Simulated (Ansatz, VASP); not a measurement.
**Two plane-wave programs on Ge**

```
CELL_PARAMETERS angstrom
-2.49590 2.65086 1.43695
2.49590 -2.65086 1.43695
2.49590 2.65086 -1.43695
ATOMIC_POSITIONS crystal
Ge 0.18594 0.93594 0.25000
Ge 0.81406 0.06406 0.75000
```

Alike in both runs: task single point; functional LDA; k mesh 9 × 9 × 9; occupations fermi-dirac, width 0.2 eV; no spin polarisation.

```csv
,VASP,Ansatz
version,VASP 6.6.1,Ansatz 0.2.0
potentials or method,"VASP PAW LDA potentials, release 64 (Ge_d), cutoff 520 eV","plane waves, PAW"
valence electrons in the cell,28,28
```

VASP gave:

| Item | Value |
| --- | --- |
| gap on the k mesh at the Fermi level (eV) | none |
| pressure (GPa) | -3.9 |
| traceless stress, the component that is largest in VASP (GPa) | 0.63 |
| rms of the force components (eV/Å) | 0.025 |

Problem. What did Ansatz give for the same quantities?

Solution. gap on the k mesh at the Fermi level (eV): none; pressure (GPa): -3.9; traceless stress, the component that is largest in VASP (GPa): 0.62; rms of the force components (eV/Å): 0.025.

LDA's correlation is that of Perdew and Zunger in VASP and of Perdew and Wang (1992) in Ansatz. Atom by atom the forces differ by 0.000 eV/Å (rms over components). A gap of «none» marks a metal or a gap that the smearing closes.
